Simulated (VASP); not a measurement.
# Si2W (I4/mmm) in VASP: a series of runs, part 2 of 2

VASP 6.6.1. Earlier steps stand in the parts before.

### Step 3. Relaxation of shape and atoms at fixed volume, PBE (13.26 Å³/atom)

This run uses another cell than the first one, of 13.26 Å³/atom.

INCAR reads:

```
SYSTEM = Si2W
  ALGO = Normal
  EDIFF = 1E-6
  EDIFFG = -0.01
  ENCUT = 600
  GGA = PE
  IBRION = 2
  ISIF = 4
  ISMEAR = 0
  LASPH = .True.
  LCHARG = .False.
  LREAL = .False.
  LWAVE = .False.
  NELM = 100
  NSW = 50
  PREC = Accurate
  SIGMA = 0.1
```

KPOINTS reads:

```
k-points
0
Gamma
  18 18 18
  0 0 0
```

POSCAR reads:

```
Si2W
1.0
   -1.5982204075      1.5982204075      3.8938134065
    1.5982204075     -1.5982204075      3.8938134065
    1.5982204075      1.5982204075     -3.8938134065
Si W
2 1
Direct
    0.3345578121      0.3345578121      0.0000000000
    0.6654421879      0.6654421879      0.0000000000
    0.0000000000      0.0000000000      0.0000000000
```

Potentials or basis: VASP PAW PBE potentials, release 64 (Si, W_sv).

The run is started by

```bash
$ cat potpaw_PBE.64/Si/POTCAR potpaw_PBE.64/W_sv/POTCAR > POTCAR
$ mpirun -np 1 vasp_std > vasp.out
```

OUTCAR:

```text
SYSTEM = Si2W
   EDIFF = 1E-6
   EDIFFG = -0.01
   ENCUT = 600
   GGA = PE
   IBRION = 2
   ISIF = 4
   ISMEAR = 0
   LASPH = .True.
   LREAL = .False.
   NELM = 100
   NSW = 50
   PREC = Accurate

 ion  position               nearest neighbor table
   1  0.335  0.335  0.000-   2 2.58   3 2.60   3 2.60   3 2.60   3 2.60   3 2.61   2 2.62   2 2.62
                             2 2.62   2 2.62
   2  0.665  0.665  0.000-   1 2.58   3 2.60   3 2.60   3 2.60   3 2.60   3 2.61   1 2.62   1 2.62
                             1 2.62   1 2.62
   3  0.000  0.000  0.000-   2 2.60   2 2.60   2 2.60   1 2.60   2 2.60   1 2.60   1 2.60   1 2.60
                             1 2.61   2 2.61

  LATTYP: Found a body centered tetragonal cell.
 ALAT       =     3.1964408150
 C/A-ratio  =     2.4363431904

  Lattice vectors:

[... 314 lines left out ...]
      4     -25.8637      2.00000
      5      -2.0250      2.00000
      6       5.2472      2.00000
      7       8.4521      2.00000
      8       8.8099      2.00000
      9       9.3030      2.00000
     10       9.3030      2.00000
     11      12.8506      0.00000
     12      15.0299      0.00000
     13      15.0477      0.00000
     14      15.3603      0.00000
[... 401 lines left out ...]
      2     -25.9601      2.00000
      3     -25.8903      2.00000
      4     -25.8617      2.00000
      5      -1.1032      2.00000
      6       5.3938      2.00000
      7       6.7399      2.00000
      8       8.5330      2.00000
      9       9.2871      2.00000
     10      10.0304      2.00000
     11      10.7771      2.00000
     12      13.8722      0.00000
     13      14.5372      0.00000
     14      16.6471      0.00000
     15      16.8064      0.00000

 [... further k-points ...]

------------------------ aborting loop because EDIFF is reached ----------------------------------------

  FORCE on cell =-STRESS in cart. coord.  units (eV):
  Direction    XX          YY          ZZ          XY          YZ          ZX
  --------------------------------------------------------------------------------------
  -------------------------------------------------------------------------------------
  Total        1.7879612      1.7879612      1.8062207      0.0000000      0.0000000      0.0000000
  in kB       72.0045926     72.0045926     72.7399364      0.0000000      0.0000000      0.0000000
  external PRESSURE =      72.2497072 kB  Pullay stress =       0.0000000 kB
[... 18 lines left out ...]
  FREE ENERGIE OF THE ION-ELECTRON SYSTEM (eV)
  ---------------------------------------------------
  free  energy   TOTEN  =       -24.7884271095 eV

  energy  without entropy=      -24.7875304058  energy(sigma->0) =      -24.78797876

 reached required accuracy - stopping structural energy minimisation
```

OSZICAR:

```text
N       E                     dE             d eps       ncg     rms          rms(c)
DAV:   1     0.136698564142E+03    0.13670E+03   -0.12153E+04 14400   0.165E+03
DAV:   2    -0.207747798480E+02   -0.15747E+03   -0.15543E+03 16150   0.386E+02
DAV:   3    -0.255998808007E+02   -0.48251E+01   -0.46924E+01 19636   0.553E+01
[... 23 lines left out ...]
       N       E                     dE             d eps       ncg     rms          rms(c)
DAV:   1    -0.247885067271E+02   -0.10659E-03   -0.39994E-03 16843   0.568E-01    0.473E-02
DAV:   2    -0.247884449354E+02    0.61792E-04   -0.16575E-04 17053   0.104E-01    0.241E-02
DAV:   3    -0.247884276382E+02    0.17297E-04   -0.41100E-05 18530   0.485E-02    0.666E-03
DAV:   4    -0.247884271095E+02    0.52868E-06   -0.29162E-06 15058   0.136E-02
   4 F= -.24788427E+02 E0= -.24787979E+02  d E =-.271711E-04
```

CONTCAR:

```text
Si2W
   1.00000000000000
    -1.5972360232790952    1.5972360232790952    3.8986144372448361
     1.5972360232790952   -1.5972360232790952    3.8986144372448361
     1.5972360232790952    1.5972360232790952   -3.8986144372448361
  Si              W
     2     1
Direct
     0.3340266562728759    0.3340266562728759    1.0000000000000000
     0.6659733437271241    0.6659733437271241    0.0000000000000000
     0.0000000000000000    0.0000000000000000    0.0000000000000000

  0.00000000E+00  0.00000000E+00  0.00000000E+00
  0.00000000E+00  0.00000000E+00  0.00000000E+00
  0.00000000E+00  0.00000000E+00  0.00000000E+00
```

It took 34 min on 1 thread of AMD EPYC 7R13, shared host; peak memory 0.47 GiB.

Results:

| Quantity | Value |
| --- | --- |
| Free energy | -24.7884 eV |
| Energy gained by relaxing | 0.2 meV/atom |
| Ionic steps | 4 |
| Pressure after relaxing | 7.2 GPa |
| Largest force after relaxing | 0.006 eV/Å |
| Band gap on the k mesh | zero (bands 11 and 12 overlap by 1.33 eV) |

Forces in eV/Å, atoms in the order of the input:
```
Si   0.000  0.000  0.006
Si   0.000  0.000 -0.006
W    0.000  0.000  0.000
```

Step by step:
| step | energy change (eV) | largest force (eV/Å) | pressure (GPa) | volume (Å³) |
| --- | --- | --- | --- | --- |
| 1 | 0.0000 | 0.0846 | 7.33 | 39.78 |
| 2 | -0.0004 | 0.0040 | 7.19 | 39.78 |
| 3 | -0.0004 | 0.0190 | 7.23 | 39.78 |
| 4 | -0.0005 | 0.0057 | 7.22 | 39.78 |

Final structure:
```xyz
3
Lattice="-1.5972 1.5972 3.8986 1.5972 -1.5972 3.8986 1.5972 1.5972 -3.8986" Properties=species:S:1:pos:R:3 pbc="T T T"
Si    1.5972    1.5972   -1.2941
Si    0.0000    0.0000    5.1927
W     0.0000    0.0000    0.0000
```

Levels at points of the mesh, in eV from the Fermi level:
| k point | band 8 | band 9 | band 10 | band 11 | band 12 | band 13 | band 14 | band 15 |
| --- | --- | --- | --- | --- | --- | --- | --- | --- |
| (0.00, 0.00, 0.00) | -3.39 | -2.90 | -2.90 | 0.65 | 2.83 | 2.84 | 3.16 | 3.16 |
| (0.50, 0.00, 0.00) | -4.91 | -2.84 | -2.82 | -0.46 | 2.79 | 2.79 | 3.99 | 4.54 |
| (0.50, 0.50, 0.00) | -5.52 | -5.10 | -3.33 | -1.75 | 2.81 | 3.06 | 3.22 | 3.93 |
| (0.50, 0.50, 0.50) | -2.65 | -0.86 | -0.86 | -0.51 | -0.51 | 0.83 | 4.52 | 5.09 |

Caveat: spin-orbit coupling is left out, which moves the levels of the heavy elements.
